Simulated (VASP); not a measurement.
# BaTe: single point with PBE

BaTe:

```
Ba Te
1.0
     4.94162    0.00000    0.00000
    -2.47081    4.27957    0.00000
     0.00000    0.00000   16.80183
Ba Te
4 4
Direct
  0.66667 0.33333 0.87714
  0.33333 0.66667 0.12286
  0.33333 0.66667 0.37714
  0.66667 0.33333 0.62286
  0.00000 0.00000 0.00000
  0.00000 0.00000 0.50000
  0.66667 0.33333 0.25000
  0.33333 0.66667 0.75000
```

The cell was generated, and may not be a known phase.

- Program: VASP 6.6.1
- Task: single point
- Functional: PBE
- Potentials or basis: VASP PAW PBE potentials, release 64 (Ba_sv, Te)
- Cutoff: 520 eV
- k mesh: 6 × 6 × 2
- Occupations: gaussian, width 0.02 eV
- Spin: no spin polarisation
- Dipole correction: no
- Further INCAR settings: ALGO = Normal; EDIFF = 1e-07; NBANDS = 42

The pressure is 0.3 GPa. The largest force is 0.005 eV/Å and the band gap on the k mesh is 1.64 eV (least direct gap 2.01 eV).

Forces on the atoms (eV/Å):
```
Ba   0.000  0.000  0.005
Ba   0.000  0.000 -0.005
Ba   0.000  0.000  0.005
Ba   0.000  0.000 -0.005
Te   0.000  0.000  0.000
Te   0.000  0.000  0.000
Te   0.000  0.000  0.000
Te   0.000  0.000  0.000
```

Levels at points of the mesh, in eV from the valence-band top:
```csv
k point,band 29,band 30,band 31,band 32,band 33,band 34,band 35,band 36
"(0.00, 0.00, 0.00)",-0.49,-0.15,0.00,0.00,2.23,2.74,2.76,3.01
"(0.50, 0.00, 0.00)",-0.81,-0.67,-0.66,-0.37,1.64,2.23,2.75,3.89
"(0.00, 0.00, 0.50)",-0.20,-0.20,-0.20,-0.20,2.48,2.48,3.13,3.13
"(0.50, 0.00, 0.50)",-0.72,-0.72,-0.49,-0.49,1.85,1.85,3.30,3.30
```

Run time: 6 min on 1 thread of Oxide Virtual Turin-like Processor (shared host), peak memory 0.51 GiB.

Caveat: spin-orbit coupling is left out, which moves the levels of the heavy elements. A k mesh can miss the band edges.
